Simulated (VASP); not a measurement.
# LiZr4N (P-3m1) in VASP: further runs, part 2 of 2

VASP 6.6.1. The steps go on from the part before.

### 3 Single point, PBE

This run uses another cell than the first one, of 19.83 Å³/atom.

INCAR reads:

```
ALGO = Normal
EDIFF = 1E-7
ENCUT = 520
GGA = PE
ISIF = 2
ISMEAR = 0
LASPH = T
LCHARG = F
LREAL = F
LWAVE = F
NBANDS = 37
NELM = 60
PREC = Accurate
SIGMA = 0.1
```

KPOINTS reads:

```
k-points
0
Gamma
  12 12 4
```

POSCAR reads:

```
LiZr4N
1.0
    3.1989891621      0.0000000000      0.0000000000
   -1.5994945811      2.7704058808      0.0000000000
    0.0000000000      0.0000000000     13.4228966328
Li Zr N
1 4 1
Direct
    0.0000000000      0.0000000000      0.0000000000
    0.6666666667      0.3333333333      0.4016873324
    0.3333333333      0.6666666667      0.5983126676
    0.6666666667      0.3333333333      0.7962340137
    0.3333333333      0.6666666667      0.2037659863
    0.0000000000      0.0000000000      0.5000000000
```

Potentials or basis: VASP PAW PBE potentials, release 64 (Li_sv, Zr_sv, N).

On the command line:

```bash
cat potpaw_PBE.64/Li_sv/POTCAR potpaw_PBE.64/Zr_sv/POTCAR potpaw_PBE.64/N/POTCAR > POTCAR
mpirun -np 1 vasp_std > vasp.out
```

OUTCAR:

```text
EDIFF = 1E-7
   ENCUT = 520
   GGA = PE
   ISIF = 2
   ISMEAR = 0
   LASPH = T
   LREAL = F
   NELM = 60
   PREC = Accurate

 ion  position               nearest neighbor table
   1  0.000  0.000  0.000-
   2  0.667  0.333  0.402-   6 2.27   6 2.27   6 2.27   3 3.22   3 3.22   3 3.22   5 3.24   5 3.24
                             5 3.24
   3  0.333  0.667  0.598-   6 2.27   6 2.27   6 2.27   2 3.22   2 3.22   2 3.22   4 3.24   4 3.24
                             4 3.24
   4  0.667  0.333  0.796-   3 3.24   3 3.24   3 3.24
   5  0.333  0.667  0.204-   2 3.24   2 3.24   2 3.24
   6  0.000  0.000  0.500-   2 2.27   3 2.27   2 2.27   3 2.27   2 2.27   3 2.27

  LATTYP: Found a hexagonal cell.
 ALAT       =     3.1989891621
 C/A-ratio  =     4.1959806528

  Lattice vectors:

 A1 = (   3.1989891621,   0.0000000000,   0.0000000000)
 A2 = (  -1.5994945811,   2.7704058808,   0.0000000000)
 A3 = (   0.0000000000,   0.0000000000,  13.4228966328)

Analysis of symmetry for initial positions (statically):
=====================================================================
 Subroutine PRICEL returns:
 Original cell was already a primitive cell.
[... 182 lines left out ...]
 fundamental gap:      0.0068249268
 Fermi energy:         7.4166912238

 k-point     1 :       0.0000    0.0000    0.0000
  band No.  band energies     occupation
      1     -41.3993      2.00000
      2     -41.3436      2.00000
      3     -41.3052      2.00000
      4     -41.2819      2.00000
      5     -38.5847      2.00000
      6     -19.9713      2.00000
[... 949 lines left out ...]
     36       9.6856      0.00000
     37       9.9816      0.00000

 [... further k-points ...]

------------------------ aborting loop because EDIFF is reached ----------------------------------------

  FORCE on cell =-STRESS in cart. coord.  units (eV):
  Direction    XX          YY          ZZ          XY          YZ          ZX
  --------------------------------------------------------------------------------------
  -------------------------------------------------------------------------------------
  Total        0.0049578      0.0049578      0.0469906     -0.0000000      0.0000000      0.0000000
  in kB        0.0667721      0.0667721      0.6328766     -0.0000000      0.0000000      0.0000000
  external PRESSURE =       0.2554736 kB  Pullay stress =       0.0000000 kB

 VOLUME and BASIS-vectors are now :
 -----------------------------------------------------------------------------
  energy-cutoff  :      520.00
  volume of cell :      118.96
      direct lattice vectors                 reciprocal lattice vectors
     3.198989162  0.000000000  0.000000000     0.312598746  0.180478970  0.000000000
    -1.599494581  2.770405881  0.000000000     0.000000000  0.360957940  0.000000000
     0.000000000  0.000000000 13.422896633     0.000000000  0.000000000  0.074499568

 POSITION                                       TOTAL-FORCE (eV/Angst)
 -----------------------------------------------------------------------------------
      0.00000      0.00000      0.00000        -0.000000      0.000000      0.000000
      1.59949      0.92347      5.39181        -0.000000      0.000000     -0.022607
     -0.00000      1.84694      8.03109         0.000000     -0.000000      0.022607
      1.59949      0.92347     10.68777        -0.000000     -0.000000      0.001914
     -0.00000      1.84694      2.73513         0.000000      0.000000     -0.001914
      0.00000      0.00000      6.71145        -0.000000      0.000000      0.000000
 -----------------------------------------------------------------------------------
    total drift:                                0.000000     -0.000000      0.000000

  FREE ENERGIE OF THE ION-ELECTRON SYSTEM (eV)
  ---------------------------------------------------
  free  energy   TOTEN  =       -47.3206432486 eV

  energy  without entropy=      -47.2934294084  energy(sigma->0) =      -47.30703633
```

stdout:

```text
POSCAR found type information on POSCAR LiZrN
 POSCAR found :  3 types and       6 ions
 scaLAPACK will be used
 LDA part: xc-table for (Slater+PW92), standard interpolation
 POSCAR, INCAR and KPOINTS ok, starting setup
 FFT: planning ... GRIDC
 FFT: planning ... GRID_SOFT
 FFT: planning ... GRID
 WAVECAR not read
 entering main loop
```

It took 7.8 min on 1 thread of Intel Xeon 8259CL, shared host; peak memory 0.39 GiB.

What came out:

| Property | Result |
| --- | --- |
| Free energy | -47.3206 eV |
| Largest force | 0.023 eV/Å |
| Band gap on the k mesh | zero (bands 28 and 29 overlap by 0.71 eV) |

Forces on the atoms (eV/Å):
```
Li   0.000  0.000  0.000
Zr   0.000  0.000 -0.023
Zr   0.000  0.000  0.023
Zr   0.000  0.000  0.002
Zr   0.000  0.000 -0.002
N    0.000  0.000  0.000
```

Levels at points of the mesh, in eV from the Fermi level:
```tsv
k point	band 24	band 25	band 26	band 27	band 28	band 29	band 30	band 31	band 32	band 33
(0.00, 0.00, 0.00)	-1.95	-1.65	-0.39	-0.02	0.34	0.80	0.80	1.24	1.24	1.34
(0.50, 0.00, 0.00)	-1.83	-1.36	-1.33	-0.20	-0.04	0.39	1.03	1.69	1.84	1.99
(0.00, 0.00, 0.50)	-1.81	-1.75	-0.38	-0.07	0.36	0.80	0.80	1.24	1.24	1.33
(0.50, 0.00, 0.50)	-1.85	-1.45	-1.29	-0.12	-0.10	0.39	1.10	1.62	1.81	1.96
```

Caveat: the cutoff is under 1.25 times the usual one of these potentials, so pressure, stress and relaxed cells hold a basis-set (Pulay) error.

### 4 Single point, PBE

This run uses another cell than the first one, of 19.82 Å³/atom.

INCAR reads:

```
SYSTEM = LiZr4N
PREC = Accurate
ENCUT = 520
EDIFF = 1E-6
ISMEAR = 0
SIGMA = 0.1
LREAL = .False.
LASPH = .True.
NELM = 60
ALGO = Normal
ISIF = 2
LWAVE = .False.
LCHARG = .False.
GGA = PE
NBANDS = 37
```

KPOINTS reads:

```
regular mesh
0
Gamma
  12 12 4
  0 0 0
```

POSCAR reads:

```
LiZr4N
1.0
    3.1984407128      0.0000000000      0.0000000000
   -1.5992203564      2.7699309097      0.0000000000
    0.0000000000      0.0000000000     13.4247341150
Li Zr N
1 4 1
Direct
    0.0000000000      0.0000000000      0.0000000000
    0.6666666667      0.3333333333      0.4016869098
    0.3333333333      0.6666666667      0.5983130902
    0.6666666667      0.3333333333      0.7962351681
    0.3333333333      0.6666666667      0.2037648319
    0.0000000000      0.0000000000      0.5000000000
```

On the command line:

```bash
cat potpaw_PBE.64/Li_sv/POTCAR potpaw_PBE.64/Zr_sv/POTCAR potpaw_PBE.64/N/POTCAR > POTCAR
mpirun -np 1 vasp_std > vasp.out
```

Wall time 8.3 min (1 thread of Intel Xeon 8259CL, shared host); peak memory 0.38 GiB.

The run converged. Its results:

- Free energy: -47.3206 eV
- Largest force: 0.022 eV/Å
- Band gap on the k mesh: zero (bands 28 and 29 overlap by 0.71 eV)

Forces in eV/Å, atoms in the order of the input:
```
Li   0.000  0.000  0.000
Zr   0.000  0.000 -0.022
Zr   0.000  0.000  0.022
Zr   0.000  0.000  0.001
Zr   0.000  0.000 -0.001
N    0.000  0.000  0.000
```

Levels at points of the mesh, in eV from the Fermi level:
| k point | band 24 | band 25 | band 26 | band 27 | band 28 | band 29 | band 30 | band 31 | band 32 | band 33 |
| --- | --- | --- | --- | --- | --- | --- | --- | --- | --- | --- |
| (0.00, 0.00, 0.00) | -1.95 | -1.66 | -0.39 | -0.02 | 0.33 | 0.80 | 0.80 | 1.24 | 1.24 | 1.34 |
| (0.50, 0.00, 0.00) | -1.83 | -1.36 | -1.33 | -0.20 | -0.04 | 0.39 | 1.03 | 1.69 | 1.84 | 1.99 |
| (0.00, 0.00, 0.50) | -1.81 | -1.75 | -0.38 | -0.07 | 0.35 | 0.80 | 0.80 | 1.24 | 1.24 | 1.33 |
| (0.50, 0.00, 0.50) | -1.85 | -1.45 | -1.29 | -0.12 | -0.10 | 0.39 | 1.10 | 1.62 | 1.81 | 1.96 |

Caveat: the cutoff is under 1.25 times the usual one of these potentials, so pressure, stress and relaxed cells hold a basis-set (Pulay) error.

### 5 Single point, PBE (21.02 Å³/atom)

This run uses another cell than the first one, of 21.02 Å³/atom.

INCAR reads:

```
PREC = Accurate
ENCUT = 520
EDIFF = 1E-7
ISMEAR = 0
SIGMA = 0.1
LREAL = F
LASPH = T
NELM = 100
ALGO = Normal
ISIF = 2
LWAVE = F
LCHARG = F
GGA = PE
NBANDS = 37
```

KPOINTS reads:

```
regular mesh
0
Gamma
  12 12 4
```

POSCAR reads:

```
LiZr4N
1.0
    3.2378003733      0.0000000000      0.0000000000
   -1.6189001867      2.8040173757      0.0000000000
    0.0000000000      0.0000000000     13.8892089304
Li Zr N
1 4 1
Direct
    0.0000000000      0.0000000000      0.0000000000
    0.6666666667      0.3333333333      0.4052032289
    0.3333333333      0.6666666667      0.5947967711
    0.6666666667      0.3333333333      0.7881968168
    0.3333333333      0.6666666667      0.2118031832
    0.0000000000      0.0000000000      0.5000000000
```

On the command line:

```bash
cat potpaw_PBE.64/Li_sv/POTCAR potpaw_PBE.64/Zr_sv/POTCAR potpaw_PBE.64/N/POTCAR > POTCAR
mpirun -np 1 vasp_std > vasp.out
```

Wall time 9.9 min (1 thread of Intel Xeon 8259CL, shared host); peak memory 0.42 GiB.

Results (log left out):

```
Free energy            : -47.2435 eV
Largest force          : 0.020 eV/Å
Band gap on the k mesh : zero (bands 28 and 29 overlap by 0.70 eV)
```

Forces on the atoms (eV/Å):
```
Li   0.000  0.000  0.000
Zr   0.000  0.000 -0.020
Zr   0.000  0.000  0.020
Zr   0.000  0.000  0.002
Zr   0.000  0.000 -0.002
N    0.000  0.000  0.000
```

Levels at points of the mesh, in eV from the Fermi level:
```
           k point  band 25  band 26  band 27  band 28  band 29  band 30  band 31  band 32
(0.00, 0.00, 0.00)    -1.61    -0.39    -0.26     0.37     0.77     0.77     1.20     1.20
(0.50, 0.00, 0.00)    -1.28    -1.26    -0.18    -0.05     0.44     0.96     1.59     1.86
(0.00, 0.00, 0.50)    -1.71    -0.38    -0.30     0.38     0.77     0.77     1.20     1.20
(0.50, 0.00, 0.50)    -1.35    -1.22    -0.13    -0.10     0.44     1.04     1.51     1.85
```

Caveat: the cutoff is under 1.25 times the usual one of these potentials, so pressure, stress and relaxed cells hold a basis-set (Pulay) error.

### 6 Overview

| cell | gap on the mesh (eV) | largest force (eV/Å) |
| --- | --- | --- |
| a = 3.183, b = 3.183, c = 13.150 Å, angles 90.0, 90.0, 120.0°, 6 atoms, atomic positions A | none | 0.02 |
| a = 3.199, b = 3.199, c = 13.423 Å, angles 90.0, 90.0, 120.0°, 6 atoms, atomic positions B | none | 0.02 |
| a = 3.198, b = 3.198, c = 13.425 Å, angles 90.0, 90.0, 120.0°, 6 atoms, atomic positions B | none | 0.02 |
| a = 3.238, b = 3.238, c = 13.889 Å, angles 90.0, 90.0, 120.0°, 6 atoms, atomic positions C | none | 0.02 |

Alike in all rows: task single point; level PBE; potentials or basis VASP PAW PBE potentials, release 64 (Li_sv, Zr_sv, N); no spin polarisation; k mesh 12 × 12 × 4; cutoff (eV) 520; smearing gaussian 0.1 eV.

Caveats: the cutoff is under 1.25 times the usual one of these potentials, so pressure, stress and relaxed cells hold a basis-set (Pulay) error.

Absolute energies hang on the potentials; compare differences alone.
